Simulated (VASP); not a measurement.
# In2O3 (Ia-3) in VASP: single point with LDA

Aim: the single point of In2O3 with LDA.

Everything below comes from runs of VASP 6.6.1. Logs are shortened: lines on timing, memory, paths and dates and some standing lists are left out, and cuts for length are marked.

### 1 The cell of the first run

The structure is cubic, space group Ia-3 (No. 206). Conventional cell: a = 10.066 Å, b = 10.066 Å, c = 10.066 Å, α = 90.00°, β = 90.00°, γ = 90.00°. Within 2.9 Å of In (site symmetry -3) lie 6 O at 2.16 Å. Within 2.8 Å of In (site symmetry 2) lie 6 O at 2.12 to 2.21 Å. Within 2.8 Å of O (site symmetry 1) lie 4 In at 2.12 to 2.21 Å and 4 O at 2.78 to 2.80 Å.

### 2 Single point, LDA

The input, INCAR:

```
PREC = Accurate
ENCUT = 520
EDIFF = 1E-6
ISMEAR = 0
SIGMA = 0.01
LREAL = Auto
LASPH = T
NELM = 80
ALGO = Normal
ISIF = 2
LWAVE = F
LCHARG = F
GGA = CA
NBANDS = 202
```

The input, KPOINTS:

```
Automatic mesh
0
Gamma
  2 2 2
```

The input, POSCAR:

```
In2O3
1.0
   -5.0332075000      5.0332075000      5.0332075000
    5.0332075000     -5.0332075000      5.0332075000
    5.0332075000      5.0332075000     -5.0332075000
In O
16 24
Direct
    0.5000000000      0.5000000000      0.5000000000
    0.5000000000      0.0000000000      0.0000000000
    0.0000000000      0.5000000000      0.0000000000
    0.0000000000      0.0000000000      0.5000000000
    0.2500000000      0.7163715807      0.4663715807
    0.7500000000      0.7836284193      0.0336284193
    0.4663715807      0.2500000000      0.7163715807
    0.0336284193      0.7500000000      0.7836284193
    0.7163715807      0.4663715807      0.2500000000
    0.7836284193      0.0336284193      0.7500000000
    0.7500000000      0.2836284193      0.5336284193
    0.2500000000      0.2163715807      0.9663715807
    0.5336284193      0.7500000000      0.2836284193
    0.9663715807      0.2500000000      0.2163715807
    0.2836284193      0.5336284193      0.7500000000
    0.2163715807      0.9663715807      0.2500000000
    0.5362549948      0.7720370856      0.5444612483
    0.7275758372      0.9917937465      0.9555387517
    0.9637450052      0.5082062535      0.2357820908
    0.7724241628      0.7279629144      0.2642179092
    0.5444612483      0.5362549948      0.7720370856
    0.9555387517      0.7275758372      0.9917937465
    0.2357820908      0.9637450052      0.5082062535
    0.2642179092      0.7724241628      0.7279629144
    0.7720370856      0.5444612483      0.5362549948
    0.9917937465      0.9555387517      0.7275758372
    0.5082062535      0.2357820908      0.9637450052
    0.7279629144      0.2642179092      0.7724241628
    0.4637450052      0.2279629144      0.4555387517
    0.2724241628      0.0082062535      0.0444612483
    0.0362549948      0.4917937465      0.7642179092
    0.2275758372      0.2720370856      0.7357820908
    0.4555387517      0.4637450052      0.2279629144
    0.0444612483      0.2724241628      0.0082062535
    0.7642179092      0.0362549948      0.4917937465
    0.7357820908      0.2275758372      0.2720370856
    0.2279629144      0.4555387517      0.4637450052
    0.0082062535      0.0444612483      0.2724241628
    0.4917937465      0.7642179092      0.0362549948
    0.2720370856      0.7357820908      0.2275758372
```

Potentials or basis: VASP PAW LDA potentials, release 64 (In_d, O).

Command:

```sh
> cat potpaw_LDA.64/In_d/POTCAR potpaw_LDA.64/O/POTCAR > POTCAR
> mpirun -np 1 vasp_std > vasp.out
```

OUTCAR:

```text
PREC = Accurate
   ENCUT = 520
   EDIFF = 1E-6
   ISMEAR = 0
   LREAL = Auto
   LASPH = T
   NELM = 80
   ISIF = 2
   GGA = CA

 ion  position               nearest neighbor table
   1  0.500  0.500  0.500-  17 2.16  21 2.16  25 2.16  29 2.16  33 2.16  37 2.16   5 3.33   7 3.33
                             9 3.33  11 3.33  13 3.33  15 3.33   8 3.81  10 3.81   6 3.81  12 3.81
   2  0.500  0.000  0.000-  18 2.16  30 2.16  24 2.16  36 2.16  27 2.16  39 2.16   6 3.33   8 3.33
                             9 3.33  12 3.33  14 3.33  15 3.33  13 3.81   7 3.81  10 3.81  16 3.81
   3  0.000  0.500  0.000-  22 2.16  34 2.16  28 2.16  40 2.16  19 2.16  31 2.16   5 3.33   8 3.33
                            10 3.33  11 3.33  14 3.33  16 3.33  12 3.81   9 3.81  15 3.81   6 3.81
   4  0.000  0.000  0.500-  26 2.16  38 2.16  32 2.16  20 2.16  35 2.16  23 2.16   6 3.33   7 3.33
                            10 3.33  12 3.33  13 3.33  16 3.33   5 3.81   8 3.81  14 3.81  15 3.81
   5  0.250  0.716  0.466-  24 2.12  23 2.12  17 2.18  19 2.18  37 2.21  40 2.21   1 3.33   3 3.33
                            15 3.35  16 3.35  13 3.35  14 3.35   2 3.81   4 3.81   7 3.82   8 3.82
   6  0.750  0.784  0.034-  21 2.12  22 2.12  20 2.18  18 2.18  39 2.21  38 2.21   2 3.33   4 3.33
                            15 3.35  16 3.35  13 3.35  14 3.35   3 3.81   1 3.81  10 3.82   8 3.82
   7  0.466  0.250  0.716-  28 2.12  27 2.12  21 2.18  23 2.18  29 2.21  32 2.21   1 3.33   4 3.33
                            15 3.35  16 3.35  11 3.35  12 3.35   2 3.81   3 3.81   6 3.82  10 3.82
   8  0.034  0.750  0.784-  25 2.12  26 2.12  24 2.18  22 2.18  31 2.21  30 2.21   2 3.33   3 3.33
                            15 3.35  16 3.35  11 3.35  12 3.35   4 3.81   1 3.81  10 3.82   5 3.82
   9  0.716  0.466  0.250-  20 2.12  19 2.12  25 2.18  27 2.18  33 2.21  36 2.21   1 3.33   2 3.33
[... 37 lines left out ...]
  39  0.492  0.764  0.036-  13 2.12   2 2.16  15 2.18   6 2.21
  40  0.272  0.736  0.228-  13 2.12   3 2.16  16 2.18   5 2.21

  LATTYP: Found a body centered cubic cell.
 ALAT       =    10.0664150000

  Lattice vectors:

 A1 = (  -5.0332075000,   5.0332075000,   5.0332075000)
 A2 = (   5.0332075000,  -5.0332075000,   5.0332075000)
 A3 = (   5.0332075000,   5.0332075000,  -5.0332075000)

Analysis of symmetry for initial positions (statically):
=====================================================================
 Subroutine PRICEL returns:
 Original cell was already a primitive cell.

 Routine SETGRP: Setting up the symmetry group for a
 body centered cubic supercell.

 Subroutine GETGRP returns: Found 24 space group operations
 (whereof  6 operations were pure point group operations)
 out of a pool of 48 trial point group operations.

The static configuration has the point symmetry S_6 .
 The point group associated with its full space group is T_h .

Analysis of symmetry for dynamics (positions and initial velocities):
=====================================================================
 Subroutine PRICEL returns:
 Original cell was already a primitive cell.

 Routine SETGRP: Setting up the symmetry group for a
 body centered cubic supercell.

 Subroutine GETGRP returns: Found 24 space group operations
 (whereof  6 operations were pure point group operations)
 out of a pool of 48 trial point group operations.

The dynamic configuration has the point symmetry S_6 .
 The point group associated with its full space group is T_h .

 Subroutine INISYM returns: Found 24 space group operations
 (whereof  6 operations are pure point group operations),
 and found     1 'primitive' translations

----------------------------------------------------------------------------------------

                                     Primitive cell

  volume of cell :     510.0286

  direct lattice vectors                    reciprocal lattice vectors
    -5.033207500  5.033207500  5.033207500     0.000000000  0.099340232  0.099340232
     5.033207500 -5.033207500  5.033207500     0.099340232  0.000000000  0.099340232
     5.033207500  5.033207500 -5.033207500     0.099340232  0.099340232  0.000000000

  length of vectors
     8.717771115  8.717771115  8.717771115     0.140488303  0.140488303  0.140488303

  position of ions in fractional coordinates (direct lattice)
     0.500000000  0.500000000  0.500000000
     0.500000000  0.000000000  0.000000000
     0.000000000  0.500000000  0.000000000
     0.000000000  0.000000000  0.500000000
     0.250000000  0.716371581  0.466371581
     0.750000000  0.783628419  0.033628419
[... 32 lines left out ...]
     0.491793747  0.764217909  0.036254995
     0.272037086  0.735782091  0.227575837

  ion indices of the primitive-cell ions
   primitive index   ion index
                 1           1
                 2           2
                 3           3
                 4           4
                 5           5
                 6           6
[... 32 lines left out ...]
                39          39
                40          40

----------------------------------------------------------------------------------------

 KPOINTS: Automatic mesh

Automatic generation of k-mesh.
 Grid dimensions read from file:
 generate k-points for:    2    2    2

 Generating k-lattice:

  Cartesian coordinates                     Fractional coordinates (reciprocal lattice)
     0.000000000  0.049670116  0.049670116     0.500000000  0.000000000  0.000000000
     0.049670116  0.000000000  0.049670116     0.000000000  0.500000000  0.000000000
     0.049670116  0.049670116  0.000000000     0.000000000  0.000000000  0.500000000

  Length of vectors
     0.070244152  0.070244152  0.070244152

  Shift w.r.t. Gamma in fractional coordinates (k-lattice)
     0.000000000  0.000000000  0.000000000

 Subroutine IBZKPT returns following result:
 ===========================================

 Found      3 irreducible k-points:

 Following reciprocal coordinates:
            Coordinates               Weight
  0.000000  0.000000  0.000000      1.000000
  0.500000  0.000000  0.000000      6.000000
  0.500000  0.500000  0.500000      1.000000
   k-points           NKPTS =      3   k-points in BZ     NKDIM =      3   number of bands    NBANDS=    202
   number of dos      NEDOS =    301   number of ions     NIONS =     40
   total plane-waves  NPLWV = 343000
   dimension x,y,z NGX =    70 NGY =   70 NGZ =   70
   dimension x,y,z NGXF=   140 NGYF=  140 NGZF=  140
   ions per type =              16  24
   NGX,Y,Z   is equivalent  to a cutoff of  13.35, 13.35, 13.35 a.u.
   NGXF,Y,Z  is equivalent  to a cutoff of  26.70, 26.70, 26.70 a.u.
 SYSTEM =  unknown system
   PREC   = accura    normal or accurate (medium, high low for compatibility)
   ISTART =      0    job   : 0-new  1-cont  2-samecut
   ICHARG =      2    charge: 1-file 2-atom 10-const
   ISPIN  =      1    spin polarized calculation?
   LNONCOLLINEAR =      F non collinear calculations
   LSORBIT =      F    spin-orbit coupling
   LASPH  =      T    aspherical Exc in radial PAW
   ENCUT  =  520.0 eV  38.22 Ry    6.18 a.u.  16.21 16.21 16.21*2*pi/ulx,y,z
   NELM   =     80;   NELMIN=  2; NELMDL= -5     # of ELM steps
   EDIFF  = 0.1E-05   stopping-criterion for ELM
   LREAL  =      T    real-space projection
   EDIFFG = 0.1E-04   stopping-criterion for IOM
   NSW    =      0    number of steps for IOM
   IBRION =     -1    ionic relax: 0-MD 1-quasi-New 2-CG
   NFREE  =      0    steps in history (QN), initial steepest desc. (CG)
   ISIF   =      2    stress and relaxation
   ISYM   =      2    0-nonsym 1-usesym 2-fastsym
   POTIM  = 0.5000    time-step for ionic-motion
   TEBEG  =    0.0;   TEEND  =   0.0 temperature during run
   PSTRESS=    0.0 pullay stress
   NELECT =     352.0000    total number of electrons
   NUPDOWN=      -1.0000    fix difference up-down
   EMIN   =  10.00;   EMAX   =-10.00  energy-range for DOS
   EFERMI =   0.00;   METHOD = LEGACY
   ISMEAR =     0;   SIGMA  =   0.01  broadening in eV -4-tet -1-fermi 0-gaus
   EFERMI_NEDOS =   21; number of points for ismear=-14 and -15
   IALGO  =     38    algorithm
   IMIX   =      4    mixing-type and parameters
     AMIX     =   0.40;   BMIX     =  1.00
     AMIX_MAG =   1.60;   BMIX_MAG =  1.00
  volume/ion in A,a.u.               =      12.75        86.05
  Fermi-wavevector in a.u.,A,eV,Ry     =   1.446741  2.733945 28.477816  2.093060
  Thomas-Fermi vector in A             =   2.564775
   LORBIT       =      0    0 simple, 1 ext, 2 COOP (PROOUT), +10 PAW based schemes
   GGA     = CA    functional components
   LHFCALC =     F    Hartree Fock is set to
   AEXX    =    0.0000 exact exchange contribution
   IVDW    =     0    specifies the selected vdW correction
   LEPSILON=     F    determine dielectric tensor
   LRPA    =     F    only Hartree local field effects (RPA)
 non-spin polarized calculation
 Gauss-broadening in eV      SIGMA  =   0.01
  energy-cutoff  :      520.00
  volume of cell :      510.03
 maximum number of plane-waves:     13811
 NGX is ok and might be reduce to    70
   NGX = 33   NGY = 33   NGZ = 33

 number of electron     352.0000137 magnetization

 Free energy of the ion-electron system (eV)
  ---------------------------------------------------
  ext. energy  EPLUGINS =         0.00000000
  ---------------------------------------------------
  free energy    TOTEN  =      -255.59410339 eV

  energy without entropy =     -255.59410339  energy(sigma->0) =     -255.59410339

 E-fermi :   5.4787     XC(G=0): -11.6350

 val. band max:        5.4035325438   @ k =   0.0000   0.0000   0.0000
 cond. band min:       6.5839051426   @ k =   0.0000   0.0000   0.0000
 fundamental gap:      1.1803725988
 Fermi energy:         5.4787036778

 k-point     1 :       0.0000    0.0000    0.0000
  band No.  band energies     occupation
      1     -12.3131      2.00000
      2     -11.6380      2.00000
      3     -11.6380      2.00000
      4     -11.5606      2.00000
      5     -11.5606      2.00000
      6     -11.5606      2.00000
[... 562 lines left out ...]
    187      11.8200      0.00000
    188      12.0255      0.00000
 [bands above 188 left out]

------------------------ aborting loop because EDIFF is reached ----------------------------------------

  FORCE on cell =-STRESS in cart. coord.  units (eV):
  Direction    XX          YY          ZZ          XY          YZ          ZX
  --------------------------------------------------------------------------------------
  -------------------------------------------------------------------------------------
  Total        1.4176257      1.4176257      1.4176257      0.0000000      0.0000000      0.0000000
  in kB        4.4532560      4.4532560      4.4532560      0.0000000      0.0000000      0.0000000
  external PRESSURE =       4.4532560 kB  Pullay stress =       0.0000000 kB

 VOLUME and BASIS-vectors are now :
 -----------------------------------------------------------------------------
  energy-cutoff  :      520.00
  volume of cell :      510.03
      direct lattice vectors                 reciprocal lattice vectors
    -5.033207500  5.033207500  5.033207500     0.000000000  0.099340232  0.099340232
     5.033207500 -5.033207500  5.033207500     0.099340232  0.000000000  0.099340232
     5.033207500  5.033207500 -5.033207500     0.099340232  0.099340232  0.000000000

 POSITION                                       TOTAL-FORCE (eV/Angst)
 -----------------------------------------------------------------------------------
      2.51660      2.51660      2.51660        -0.000000      0.000000     -0.000000
     -2.51660      2.51660      2.51660        -0.000000      0.000000      0.000000
      2.51660     -2.51660      2.51660        -0.000000      0.000000     -0.000000
      2.51660      2.51660     -2.51660        -0.000000      0.000000      0.000000
      4.69469      0.00000      2.51660        -0.015199     -0.000000      0.000000
      0.33852      0.00000      7.54981         0.015199      0.000000     -0.000000
[... 32 lines left out ...]
      1.55365     -1.18869      6.13929         0.003951     -0.003931     -0.008165
      3.47956     -1.18869      3.92713        -0.003951     -0.003931      0.008165
 -----------------------------------------------------------------------------------
    total drift:                               -0.000000      0.000000      0.000000

  FREE ENERGIE OF THE ION-ELECTRON SYSTEM (eV)
  ---------------------------------------------------
  free  energy   TOTEN  =      -255.5941033940 eV

  energy  without entropy=     -255.5941033940  energy(sigma->0) =     -255.59410339
```

Run time: 20 min. Hardware: 1 thread of AMD EPYC 7R43 (Zen 3), shared host; peak memory 0.56 GiB.

Results:

| Item | Value |
| --- | --- |
| Free energy | -255.5941 eV |
| Pressure | 0.4 GPa |
| Largest force | 0.015 eV/Å |
| Band gap on the k mesh | 1.18 eV |

Forces in eV/Å, atoms in the order of the input:
```
In   0.000  0.000  0.000
In   0.000  0.000  0.000
In   0.000  0.000  0.000
In   0.000  0.000  0.000
In  -0.015  0.000  0.000
In   0.015  0.000  0.000
In   0.000 -0.015  0.000
In   0.000  0.015  0.000
In   0.000  0.000 -0.015
In   0.000  0.000  0.015
In   0.015  0.000  0.000
In  -0.015  0.000  0.000
In   0.000  0.015  0.000
In   0.000 -0.015  0.000
In   0.000  0.000  0.015
In   0.000  0.000 -0.015
O    0.008  0.004 -0.004
O   -0.008 -0.004 -0.004
O    0.008 -0.004  0.004
O   -0.008  0.004  0.004
O   -0.004  0.008  0.004
O   -0.004 -0.008 -0.004
O    0.004  0.008 -0.004
O    0.004 -0.008  0.004
O    0.004 -0.004  0.008
O   -0.004 -0.004 -0.008
O   -0.004  0.004  0.008
O    0.004  0.004 -0.008
O   -0.008 -0.004  0.004
O    0.008  0.004  0.004
O   -0.008  0.004 -0.004
O    0.008 -0.004 -0.004
O    0.004 -0.008 -0.004
O    0.004  0.008  0.004
O   -0.004 -0.008  0.004
O   -0.004  0.008 -0.004
O   -0.004  0.004 -0.008
O    0.004  0.004  0.008
O    0.004 -0.004 -0.008
O   -0.004 -0.004  0.008
```

Caveat: the k points lie up to 0.44 Å⁻¹ apart; spin-orbit coupling is left out, which moves the levels of the heavy elements.
